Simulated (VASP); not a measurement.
# CsI: single point with PBEsol

The system is CsI.

```
CELL_PARAMETERS angstrom
4.56670 0.00000 0.00000
0.00000 4.56670 0.00000
0.00000 0.00000 4.56670
ATOMIC_POSITIONS crystal
Cs 0.00000 0.00000 0.00000
I 0.50000 0.50000 0.50000
```

- Program: VASP 6.6.1
- Task: single point
- Functional: PBEsol
- Potentials or basis: VASP PAW PBE potentials, release 64 (Cs_sv, I)
- Cutoff: 500 eV
- k mesh: 4 × 4 × 4
- Occupations: gaussian, width 0.01 eV
- Spin: no spin polarisation
- Dipole correction: no
- Further INCAR settings: ALGO = Normal; EDIFF = 1e-06; NBANDS = 15

| Quantity | Value |
| --- | --- |
| Pressure | -0.4 GPa |
| Band gap on the k mesh | 3.70 eV, indirect (least direct gap 3.79 eV) |

Levels at points of the mesh, in eV from the valence-band top:
```csv
k point,band 4,band 5,band 6,band 7,band 8,band 9,band 10,band 11,band 12,band 13
"(0.00, 0.00, 0.00)",-7.05,-7.05,-0.09,-0.09,-0.09,3.70,4.08,4.08,7.74,7.74
"(0.50, 0.00, 0.00)",-6.98,-6.98,-1.60,-0.25,-0.25,5.11,6.33,6.64,6.70,7.86
"(0.50, 0.50, 0.00)",-7.42,-6.94,-0.88,-0.88,0.00,4.12,4.81,6.04,6.04,9.53
"(0.50, 0.50, 0.50)",-7.31,-7.31,-1.34,-1.34,-1.34,7.05,7.05,7.05,7.81,7.81
```

It took 12 s on 1 thread of Intel(R) Xeon(R) Platinum 8488C (Sapphire Rapids), with other jobs on the host, peak memory 0.2 GiB.

Caveat: the PAW data sets were made with another functional, which shifts forces and pressure a little; spin-orbit coupling is left out, which moves the levels of the heavy elements. A hybrid or GW would open this gap; PBEsol tends to underestimate it.
